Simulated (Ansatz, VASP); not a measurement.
**CO2 in VASP and in Ansatz**

```
CELL_PARAMETERS angstrom
3.53534 0.00000 0.00000
0.00000 3.53534 0.00000
0.00000 0.00000 4.05976
ATOMIC_POSITIONS crystal
C 0.00000 0.00000 0.00000
C 0.50000 0.50000 0.50000
O 0.23167 0.23167 0.00000
O 0.26833 0.73167 0.50000
O 0.76833 0.76833 0.00000
O 0.73167 0.26833 0.50000
```

Alike in both runs: task single point; functional PBE; k mesh 6 × 6 × 6; occupations fermi-dirac, width 0.001 eV; no spin polarisation.

```csv
,VASP,Ansatz
version,VASP 6.6.1,Ansatz 0.2.0
potentials or method,"VASP PAW PBE potentials, release 64 (C, O), cutoff 520 eV","scalar-relativistic, plane waves, PAW"
valence electrons in the cell,32,32
```

VASP gave:

* gap on the k mesh at the Fermi level (eV): 5.57
* rms of the force components (eV/Å): 0.323

Task: Estimate Ansatz's values.

Result: gap on the k mesh at the Fermi level (eV): 5.57; rms of the force components (eV/Å): 0.001.

Atom by atom the forces differ by 0.322 eV/Å (rms over components).

Noted on VASP's run: the standard files for N, O and F lose accuracy on very short bonds.
